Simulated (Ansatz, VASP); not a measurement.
# BPd4: VASP beside Ansatz

```xyz
5
Lattice="-2.6881 2.6881 2.6881 2.6881 -2.6881 2.6881 2.6881 2.6881 -2.6881" Properties=species:S:1:pos:R:3 pbc="T T T"
B     0.0000    0.0000    0.0000
Pd    1.1606    1.1606    1.1606
Pd   -1.5275    1.5275    1.5275
Pd    1.5275    1.5275   -1.5275
Pd    1.5275   -1.5275    1.5275
```

Change from the starting cell: species swapped into the GeF4 type (I-43m, No. 217).

Alike in both runs: functional PBE; k mesh 4 × 4 × 4; occupations gaussian, width 0.1 eV; no spin polarisation.

Ansatz relaxed the structure, and its values are those at the end. VASP's run is a single point on that final structure, the one shown.

|  | VASP | Ansatz |
| --- | --- | --- |
| version | VASP 6.6.1 | Ansatz 0.2.0 |
| potentials or method | VASP PAW PBE potentials, release 64 (B_h, Pd_sv_GW), cutoff 1230 eV | scalar-relativistic, plane waves, PAW |
| valence electrons in the cell | 75 | 75 |

|  | VASP | Ansatz | Ansatz less VASP |
| --- | --- | --- | --- |
| gap on the k mesh at the Fermi level (eV) | none | none | - |
| pressure (GPa) | 0.1 | 0.1 | +0.03 |
| rms of the force components (eV/Å) | 0.018 | 0.016 | -0.0022 |

A gap of «none» marks a metal or a gap that the smearing closes.

The k mesh is coarse, so the values compare programs but aren't converged.
